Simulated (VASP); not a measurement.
Wanted: the native input for a VASP 6.6.1 run.

| Property | Result |
| --- | --- |
| Task | electric field gradients |
| Functional | LDA |
| Potentials or basis | VASP PAW LDA potentials, release 64 (Ni) |
| Cutoff | 520 eV |
| k mesh | 20 × 20 × 20 |
| Occupations | fermi-dirac, width 0.05 eV |
| Spin | collinear spin, ferromagnetic start |
| Starting moments | [1.5] μB |
| Dipole correction | no |
| Further INCAR settings | ALGO = Normal; EDIFF = 1e-08; NBANDS = 15 |

The structure of Ni lies in POSCAR:

```
Ni
1.0
    0.0000000000      1.8026244894      1.8026244894
    1.8026244894      0.0000000000      1.8026244894
    1.8026244894      1.8026244894      0.0000000000
Ni
1
Direct
    0.0000000000      0.0000000000      0.0000000000
```

One way to write it, as run:

INCAR

```
ALGO = Normal
EDIFF = 1E-8
ENCUT = 520
ISIF = 2
ISMEAR = -1
ISPIN = 2
LASPH = T
LCHARG = F
LEFG = T
LMAXMIX = 4
LORBIT = 11
LREAL = F
LWAVE = F
MAGMOM = 1.5
NBANDS = 15
NELM = 150
PREC = Accurate
SIGMA = 0.05
```

KPOINTS

```
k-points
0
Gamma
  20 20 20
```

Potentials or basis: VASP PAW LDA potentials, release 64 (Ni).

Launch:

```bash
$ cat potpaw_LDA.64/Ni/POTCAR > POTCAR
$ mpirun -np 1 vasp_std > vasp.out
```

Results of the run:

The pressure is -26.8 GPa. The net moment is 0.62 μB per cell and the site moments are Ni +0.63 μB. The largest electric field gradient by atom is zero within the noise of the run and the valence electrons inside the program's atomic spheres are Ni 9.20.

Caveat: the cell stands under tension.

Wall time 110 s on 1 thread of Intel Xeon 8259CL, with other jobs on the host, peak memory 0.18 GiB.
